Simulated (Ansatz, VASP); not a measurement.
## Two plane-wave programs on CuI

The input POSCAR:

```
CuI
1.0
    0.0000000000      3.0418669973      3.0418669973
    3.0418669973      0.0000000000      3.0418669973
    3.0418669973      3.0418669973      0.0000000000
Cu I
1 1
Direct
    0.2500000000      0.2500000000      0.2500000000
    0.0000000000      0.0000000000      0.0000000000
```

File INCAR.step1:

```
PREC     = Accurate       # precision mode
ENCUT    = 520            # plane-wave cutoff, eV
ISMEAR   = 0              # smearing method
SIGMA    = 0.01           # smearing width, eV
LREAL    = False          # projectors in reciprocal space
LASPH    = True           # aspherical terms in the spheres
NELM     = 80             # most SCF steps
NBANDS   = 16             # bands
GGA      = PE             # functional
ALGO     = Normal         # electronic algorithm
EDIFF    = 1E-4           # SCF threshold, eV
LWAVE    = True           # write WAVECAR
LCHARG   = False          # write CHGCAR
```

INCAR.step2

```
PREC     = Accurate       # precision mode
ENCUT    = 520            # plane-wave cutoff, eV
EDIFF    = 1E-7           # SCF threshold, eV
ISMEAR   = 0              # smearing method
SIGMA    = 0.01           # smearing width, eV
LREAL    = False          # projectors in reciprocal space
LASPH    = True           # aspherical terms in the spheres
NELM     = 80             # most SCF steps
ALGO     = Normal         # electronic algorithm
ISIF     = 2              # what is computed and relaxed
LWAVE    = False          # write WAVECAR
LCHARG   = False          # write CHGCAR
METAGGA  = R2SCAN         # meta-GGA
LMIXTAU  = True         
NBANDS   = 16             # bands
ISTART   = 1
```

The input KPOINTS:

```
regular mesh
0
Gamma
  6 6 6
```

Input for Ansatz:

```yaml
crystal:
  lattice:
    - [0.0, 3.0418669973, 3.0418669973]
    - [3.0418669973, 0.0, 3.0418669973]
    - [3.0418669973, 3.0418669973, 0.0]
  atoms:
    - { symbol: Cu, position: [0.25, 0.25, 0.25] }
    - { symbol: I, position: [0.0, 0.0, 0.0] }
kpoints:
  mp_grid: { grid: [6, 6, 6] }
hamiltonian:
  xc: r2scan
scf:
  occupations: { method: fixed }
  n_extra_bands: 4
output:
  forces: true
  stress: true
  eigenvalues: true
```

Alike in both runs: task single point; functional r2SCAN; k mesh 6 × 6 × 6; no spin polarisation.

|  | VASP | Ansatz |
| --- | --- | --- |
| version | VASP 6.6.1 | Ansatz 0.2.0 |
| potentials or method | VASP PAW PBE potentials, release 64 (Cu, I) | plane waves, PAW |
| plane-wave cutoff (eV) | 520 | 500 |
| occupations | gaussian, width 0.01 eV | fixed |
| valence electrons in the cell | 18 | 36 |

```tsv
	VASP	Ansatz	Ansatz less VASP
gap on the k mesh at the Fermi level (eV)	1.58	1.58	-0.003
pressure (GPa)	-1.2	-1.2	+0.03
```

VASP's potentials were made for PBE, not for r2SCAN. VASP's potentials hold 18 valence electrons a cell and Ansatz's 36, so a difference there can come from the potentials and not from the codes.

Neither program's run includes spin-orbit coupling.
